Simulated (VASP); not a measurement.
Set up this calculation in VASP 6.6.1, as the native input.

```
Task                   : single point
Functional             : PBEsol
Potentials or basis    : VASP PAW PBE potentials, release 64 (Zr_sv, Sn_d, Au)
Cutoff                 : 500 eV
k mesh                 : 6 × 6 × 4
Occupations            : gaussian, width 0.1 eV
Spin                   : no spin polarisation
Dipole correction      : no
Further INCAR settings : ALGO = Normal; EDIFF = 1e-06; NBANDS = 110
```

The structure of Zr5Sn4Au7 lies in POSCAR:

```
Zr5Sn4Au7
1.0
    3.0655310000     -5.1818610000      0.4680220000
    3.0993580000      5.2009320000     -0.4383140000
    0.0479080000     -0.8358510000      9.8526590000
Zr Sn Au
5 4 7
Direct
    0.3607657098      0.8898297754      0.1184832958
    0.4446767601      0.8386819969      0.6334838591
    0.1287066614      0.1024737608      0.3944414213
    0.0535552677      0.1788329572      0.8645785135
    0.6439224907      0.5960239134      0.3608005025
    0.3606351738      0.3855093189      0.1138577687
    0.4650087174      0.3462923323      0.6297162633
    0.8625358722      0.8907990117      0.1187097743
    0.1390989263      0.6071946783      0.3846776476
    0.8675393086      0.3745209243      0.1161132170
    0.9325226536      0.3072088178      0.6355309510
    0.9392486036      0.8145903413      0.6273660384
    0.6446919518      0.1089820103      0.3757998865
    0.5613918105      0.1870796392      0.8791630730
    0.5486575836      0.6985800395      0.8678868079
    0.0577658528      0.6898715058      0.8737861836
```

The input as run:

INCAR

```
SYSTEM = Zr5Sn4Au7
PREC = Accurate ; ENCUT = 500
EDIFF = 1E-6 ; ISMEAR = 0
SIGMA = 0.1 ; LREAL = .False.
LASPH = .True. ; NELM = 120
ALGO = Normal ; ISIF = 2
LWAVE = .False. ; LCHARG = .False.
GGA = PS ; NBANDS = 110
GGA_COMPAT = .False. ; KPAR = 4
```

KPOINTS

```
Automatic mesh
0
Gamma
  6 6 4
  0 0 0
```

Potentials or basis: VASP PAW PBE potentials, release 64 (Zr_sv, Sn_d, Au).

Run with:

```bash
$ cat potpaw_PBE.64/Zr_sv/POTCAR potpaw_PBE.64/Sn_d/POTCAR potpaw_PBE.64/Au/POTCAR > POTCAR
$ mpirun -np 4 vasp_std > vasp.out
```

Results of the run:

The pressure is -0.1 GPa. The largest force is 0.070 eV/Å and the band gap on the k mesh is zero (an odd number of electrons rules out a gap without spin polarisation).

Caveat: the PAW data sets were made with another functional, which shifts forces and pressure a little; spin-orbit coupling is left out, which moves the levels of the heavy elements.

Run time: 12 min on 4 MPI ranks on Intel(R) Xeon(R) 6975P-C (Granite Rapids), on a shared host, peak memory 1.7 GiB a rank.
